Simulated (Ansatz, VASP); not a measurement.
Al2Au in VASP and in Ansatz

Contents of INCAR:

```
ALGO     = Normal         # electronic algorithm
EDIFF    = 1E-6           # SCF threshold, eV
ENCUT    = 520            # plane-wave cutoff, eV
GGA      = PE             # functional
ISIF     = 2              # what is computed and relaxed
ISMEAR   = 0              # smearing method
LASPH    = T              # aspherical terms in the spheres
LCHARG   = F              # write CHGCAR
LREAL    = F              # projectors in reciprocal space
LWAVE    = F              # write WAVECAR
NBANDS   = 16             # bands
NELM     = 100            # most SCF steps
PREC     = Accurate       # precision mode
SIGMA    = 0.1            # smearing width, eV
```

Contents of KPOINTS:

```
k-points
0
Gamma
  12 12 12
```

Contents of POSCAR:

```
Al2Au
1.0
    0.0000000000      3.1295100000      3.1295100000
    3.1295100000      0.0000000000      3.1295100000
    3.1295100000      3.1295100000      0.0000000000
Al Au
2 1
Direct
    0.2500000000      0.2500000000      0.2500000000
    0.7500000000      0.7500000000      0.7500000000
    0.0000000000      0.0000000000      0.0000000000
```

Input for Ansatz:

```yaml
crystal:
  lattice:
    - [0.0, 3.12951, 3.12951]
    - [3.12951, 0.0, 3.12951]
    - [3.12951, 3.12951, 0.0]
  atoms:
    - { symbol: Al, position: [0.25, 0.25, 0.25] }
    - { symbol: Al, position: [0.75, 0.75, 0.75] }
    - { symbol: Au, position: [0.0, 0.0, 0.0] }
basis:
  ecutwfc: 420
kpoints:
  mp_grid: { grid: [12, 12, 12] }
hamiltonian:
  xc: pbe
scf:
  occupations: { method: gaussian, width: 0.1 }
output:
  forces: true
  stress: true
  eigenvalues: true
```

Alike in both runs: task single point; functional PBE; k mesh 12 × 12 × 12; occupations gaussian, width 0.1 eV; no spin polarisation.

|  | VASP | Ansatz |
| --- | --- | --- |
| version | VASP 6.6.1 | Ansatz 0.2.0 |
| potentials or method | VASP PAW PBE potentials, release 64 (Al, Au), cutoff 520 eV | scalar-relativistic, plane waves, PAW |
| valence electrons in the cell | 17 | 25 |

```csv
,VASP,Ansatz,Ansatz less VASP
gap on the k mesh at the Fermi level (eV),none,none,-
pressure (GPa),-8.1,-8.0,+0.12
```

A gap of «none» marks a metal or a gap that the smearing closes. VASP's potentials hold 17 valence electrons a cell and Ansatz's 25, so a difference there can come from the potentials and not from the codes.

Neither program's run includes spin-orbit coupling.
